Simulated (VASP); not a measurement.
# MoS2 (P-3m1) in VASP: further runs, part 2 of 2

VASP 6.6.1. Earlier steps stand in the parts before.

## 5. Single point, LDA

Contents of INCAR:

```
SYSTEM = MoS2
  ALGO = Normal
  EDIFF = 1E-6
  ENCUT = 520
  ISIF = 2
  ISMEAR = 0
  LASPH = .TRUE.
  LCHARG = .FALSE.
  LREAL = .FALSE.
  LWAVE = .FALSE.
  NBANDS = 20
  NELM = 100
  PREC = Accurate
  SIGMA = 0.1
```

Contents of KPOINTS:

```
k-points
0
G
  8 8 4
  0 0 0
```

Contents of POSCAR:

```
MoS2
1.0
    3.2274650000      0.0000000000      0.0000000000
   -1.6137320000      2.7950660000      0.0000000000
    0.0000000000      0.0000000000      6.3124730000
Mo S
1 2
Direct
    0.0000000000      0.0000000000      0.5000000000
    0.3333333333      0.6666666667      0.2553190000
    0.6666666667      0.3333333333      0.7446810000
```

Potentials or basis: VASP PAW LDA potentials, release 64 (Mo_sv, S).

The run is started by

```bash
> cat potpaw_LDA.64/Mo_sv/POTCAR potpaw_LDA.64/S/POTCAR > POTCAR
> mpirun -np 1 vasp_std > vasp.out
```

OUTCAR:

```text
SYSTEM = MoS2
   EDIFF = 1E-6
   ENCUT = 520
   ISIF = 2
   ISMEAR = 0
   LASPH = .TRUE.
   LREAL = .FALSE.
   NELM = 100
   PREC = Accurate

 ion  position               nearest neighbor table
   1  0.000  0.000  0.500-   2 2.42   3 2.42   3 2.42   2 2.42   3 2.42   2 2.42
   2  0.333  0.667  0.255-   1 2.42   1 2.42   1 2.42
   3  0.667  0.333  0.745-   1 2.42   1 2.42   1 2.42

  LATTYP: Found a hexagonal cell.
 ALAT       =     3.2274650000
 C/A-ratio  =     1.9558610241

  Lattice vectors:

 A1 = (   3.2274650000,   0.0000000000,   0.0000000000)
 A2 = (  -1.6137320000,   2.7950660000,   0.0000000000)
 A3 = (   0.0000000000,   0.0000000000,   6.3124730000)

Analysis of symmetry for initial positions (statically):
=====================================================================
 Subroutine PRICEL returns:
 Original cell was already a primitive cell.

 Routine SETGRP: Setting up the symmetry group for a
 hexagonal supercell.

 Subroutine GETGRP returns: Found 12 space group operations
 (whereof 12 operations were pure point group operations)
 out of a pool of 24 trial point group operations.

The static configuration has the point symmetry D_3d.

Analysis of symmetry for dynamics (positions and initial velocities):
=====================================================================
 Subroutine PRICEL returns:
 Original cell was already a primitive cell.

 Routine SETGRP: Setting up the symmetry group for a
 hexagonal supercell.

 Subroutine GETGRP returns: Found 12 space group operations
 (whereof 12 operations were pure point group operations)
 out of a pool of 24 trial point group operations.

The dynamic configuration has the point symmetry D_3d.

 Subroutine INISYM returns: Found 12 space group operations
[... 111 lines left out ...]
   NUPDOWN=      -1.0000    fix difference up-down
   EMIN   =  10.00;   EMAX   =-10.00  energy-range for DOS
   EFERMI =   0.00;   METHOD = LEGACY
   ISMEAR =     0;   SIGMA  =   0.10  broadening in eV -4-tet -1-fermi 0-gaus
   EFERMI_NEDOS =   21; number of points for ismear=-14 and -15
   IALGO  =     38    algorithm
   IMIX   =      4    mixing-type and parameters
     AMIX     =   0.40;   BMIX     =  1.00
     AMIX_MAG =   1.60;   BMIX_MAG =  1.00
  volume/ion in A,a.u.               =      18.98       128.09
  Fermi-wavevector in a.u.,A,eV,Ry     =   1.260612  2.382212 21.621611  1.589144
  Thomas-Fermi vector in A             =   2.394113
   LORBIT       =      0    0 simple, 1 ext, 2 COOP (PROOUT), +10 PAW based schemes
   GGA     = CA    functional components
   LHFCALC =     F    Hartree Fock is set to
   AEXX    =    0.0000 exact exchange contribution
   IVDW    =     0    specifies the selected vdW correction
   LEPSILON=     F    determine dielectric tensor
   LRPA    =     F    only Hartree local field effects (RPA)
 non-spin polarized calculation
 Gauss-broadening in eV      SIGMA  =   0.10
  energy-cutoff  :      520.00
  volume of cell :       56.94
 maximum number of plane-waves:      1552
   NGX = 13   NGY = 13   NGZ = 23

 number of electron      26.0000001 magnetization

 Free energy of the ion-electron system (eV)
  ---------------------------------------------------
  ext. energy  EPLUGINS =         0.00000000
  ---------------------------------------------------
  free energy    TOTEN  =       -23.54031721 eV

  energy without entropy =      -23.53205952  energy(sigma->0) =      -23.53618837

 E-fermi :   6.7520     XC(G=0): -10.7685

 val. band max:        6.7339771198   @ k =   0.2500   0.2500   0.5000
 cond. band min:       6.7685057118   @ k =   0.1250  -0.0000   0.0000
 fundamental gap:      0.0345285920
 Fermi energy:         6.7519932664

 k-point     1 :       0.0000    0.0000    0.0000
  band No.  band energies     occupation
      1     -54.6615      2.00000
      2     -28.8886      2.00000
      3     -28.8546      2.00000
      4     -28.8546      2.00000
      5      -8.0003      2.00000
      6      -6.5329      2.00000
[... 541 lines left out ...]
     19      14.0073      0.00000
     20      15.4771      0.00000

 [... further k-points ...]

------------------------ aborting loop because EDIFF is reached ----------------------------------------

  FORCE on cell =-STRESS in cart. coord.  units (eV):
  Direction    XX          YY          ZZ          XY          YZ          ZX
  --------------------------------------------------------------------------------------
  -------------------------------------------------------------------------------------
  Total       -2.4046611     -2.4046599     -1.3990099     -0.0000004      0.0000000     -0.0000000
  in kB      -67.6567793    -67.6567464    -39.3620972     -0.0000121      0.0000000     -0.0000000
  external PRESSURE =     -58.2252076 kB  Pullay stress =       0.0000000 kB

 VOLUME and BASIS-vectors are now :
 -----------------------------------------------------------------------------
  energy-cutoff  :      520.00
  volume of cell :       56.94
      direct lattice vectors                 reciprocal lattice vectors
     3.227465000  0.000000000  0.000000000     0.309840695  0.178886597  0.000000000
    -1.613732000  2.795066000  0.000000000     0.000000000  0.357773305  0.000000000
     0.000000000  0.000000000  6.312473000     0.000000000  0.000000000  0.158416519

 POSITION                                       TOTAL-FORCE (eV/Angst)
 -----------------------------------------------------------------------------------
      0.00000      0.00000      3.15624         0.000000      0.000000      0.000000
      0.00000      1.86338      1.61169        -0.000000      0.000000      0.146080
      1.61373      0.93169      4.70078         0.000000     -0.000000     -0.146080
 -----------------------------------------------------------------------------------
    total drift:                                0.000000      0.000000      0.000000

  FREE ENERGIE OF THE ION-ELECTRON SYSTEM (eV)
  ---------------------------------------------------
  free  energy   TOTEN  =       -23.5403172101 eV

  energy  without entropy=      -23.5320595235  energy(sigma->0) =      -23.53618837
```

OSZICAR:

```text
N       E                     dE             d eps       ncg     rms          rms(c)
DAV:   1     0.198137557873E+03    0.19814E+03   -0.14631E+04  1488   0.122E+03
DAV:   2    -0.167272454940E+02   -0.21486E+03   -0.20950E+03  1648   0.325E+02
DAV:   3    -0.250827892685E+02   -0.83555E+01   -0.82617E+01  1708   0.604E+01
DAV:   4    -0.251953931158E+02   -0.11260E+00   -0.11242E+00  1660   0.725E+00
DAV:   5    -0.251973804717E+02   -0.19874E-02   -0.19871E-02  1748   0.920E-01    0.230E+01
DAV:   6    -0.241399981626E+02    0.10574E+01   -0.15322E+01  1484   0.224E+01    0.890E+00
DAV:   7    -0.237000487904E+02    0.43995E+00   -0.65454E+00  1472   0.144E+01    0.621E+00
DAV:   8    -0.235419087991E+02    0.15814E+00   -0.80198E-01  1572   0.523E+00    0.142E+00
DAV:   9    -0.235417023671E+02    0.20643E-03   -0.24817E-02  1620   0.947E-01    0.478E-01
DAV:  10    -0.235403866371E+02    0.13157E-02   -0.97905E-03  1584   0.640E-01    0.811E-02
DAV:  11    -0.235403282473E+02    0.58390E-04   -0.54685E-04  1588   0.160E-01    0.568E-02
DAV:  12    -0.235403180456E+02    0.10202E-04   -0.30810E-05  1608   0.357E-02    0.190E-02
DAV:  13    -0.235403174523E+02    0.59331E-06   -0.26825E-05  1592   0.302E-02    0.108E-02
DAV:  14    -0.235403172101E+02    0.24217E-06   -0.34980E-06  1244   0.123E-02
   1 F= -.23540317E+02 E0= -.23536188E+02  d E =-.825769E-02
```

stdout:

```text
POSCAR found type information on POSCAR MoS
 POSCAR found :  2 types and       3 ions
 scaLAPACK will be used
 LDA part: xc-table for (Slater(with rela. corr.)+CA(PZ))
 , standard interpolation
 POSCAR, INCAR and KPOINTS ok, starting setup
 FFT: planning ... GRIDC
 FFT: planning ... GRID_SOFT
 FFT: planning ... GRID
 WAVECAR not read
 entering main loop
```

Wall time 41 s (1 thread of Intel Xeon 8259CL, shared host); peak memory 0.17 GiB.

What came out:

```yaml
Free_energy: -23.5403 eV
Pressure: -5.8 GPa
Largest_force: 0.146 eV/Å
Band_gap_on_the_k_mesh: zero (bands 13 and 14 overlap by 0.54 eV)
```

Forces on the atoms (eV/Å):
```
Mo   0.000  0.000  0.000
S    0.000  0.000  0.146
S    0.000  0.000 -0.146
```

Levels at points of the mesh, in eV from the Fermi level:
| k point | band 9 | band 10 | band 11 | band 12 | band 13 | band 14 | band 15 | band 16 | band 17 | band 18 |
| --- | --- | --- | --- | --- | --- | --- | --- | --- | --- | --- |
| (0.00, 0.00, 0.00) | -4.02 | -1.80 | -1.10 | -0.95 | -0.95 | -0.29 | -0.29 | 3.21 | 3.21 | 6.00 |
| (0.50, 0.00, 0.00) | -4.73 | -4.08 | -3.16 | -1.74 | -1.71 | 0.94 | 1.70 | 3.65 | 3.74 | 5.55 |
| (0.00, 0.00, 0.50) | -4.02 | -3.62 | -0.96 | -0.96 | -0.36 | -0.36 | -0.06 | 3.37 | 3.37 | 5.99 |
| (0.50, 0.00, 0.50) | -4.73 | -4.13 | -2.35 | -2.11 | -1.58 | 0.93 | 1.72 | 3.31 | 4.46 | 4.79 |

Caveat: the cell stands under tension.

## 6. Summary

| smearing | gap on the mesh (eV) | pressure (GPa) | largest force (eV/Å) |
| --- | --- | --- | --- |
| gaussian 0.5 eV | none | -5.4 | 0.12 |
| gaussian 0.3 eV | none | -5.7 | 0.14 |
| gaussian 0.2 eV | none | -5.8 | 0.14 |
| gaussian 0.1 eV | none | -5.8 | 0.15 |

Alike in all rows: task single point; level LDA; potentials or basis VASP PAW LDA potentials, release 64 (Mo_sv, S); no spin polarisation; cell as given; k mesh 8 × 8 × 4; cutoff (eV) 520.

Caveats: the cell stands under tension; so wide a smearing shifts energies and pressures (at least some runs).

Absolute energies hang on the potentials; compare differences alone.
